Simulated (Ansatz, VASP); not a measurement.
# Al2O3: VASP beside Ansatz

```
Al O
1.0
     4.22518    0.00000    0.00000
     0.00000    8.80727    0.00000
     0.00000    0.00000    2.73662
Al O
4 6
Direct
  0.41388 0.33100 0.50000
  0.58612 0.66900 0.50000
  0.91388 0.16900 0.00000
  0.08612 0.83100 0.00000
  0.73156 0.22269 0.50000
  0.00000 0.00000 0.00000
  0.76844 0.72269 0.00000
  0.23156 0.27731 0.00000
  0.26844 0.77731 0.50000
  0.50000 0.50000 0.50000
```

Change from the starting cell: strain -0.080 along x and y, -0.080 along z, atoms carried along.

Alike in both runs: task single point; functional LDA; k mesh 6 × 4 × 8; occupations gaussian, width 0.05 eV; no spin polarisation.

|  | VASP | Ansatz |
| --- | --- | --- |
| version | VASP 6.6.1 | Ansatz 0.2.0 |
| potentials or method | VASP PAW LDA potentials, release 64 (Al, O), cutoff 520 eV | scalar-relativistic, plane waves, PAW |
| valence electrons in the cell | 48 | 48 |

```tsv
	VASP	Ansatz	Ansatz less VASP
gap on the k mesh at the Fermi level (eV)	4.56	4.58	+0.016
least direct gap on the mesh (eV)	4.56	4.58	+0.016
pressure (GPa)	67.8	64.4	-3.45
traceless stress, the component that is largest in VASP (GPa)	15.25	14.08	-1.162
rms of the force components (eV/Å)	0.729	0.677	-0.0522
```

LDA's correlation is that of Perdew and Zunger in VASP and of Perdew and Wang (1992) in Ansatz. Atom by atom the forces differ by 0.053 eV/Å (rms over components). Both programs put the cell under a high pressure, so it lies far from rest at this level.

Noted on VASP's run: the cell as given lies far from equilibrium.
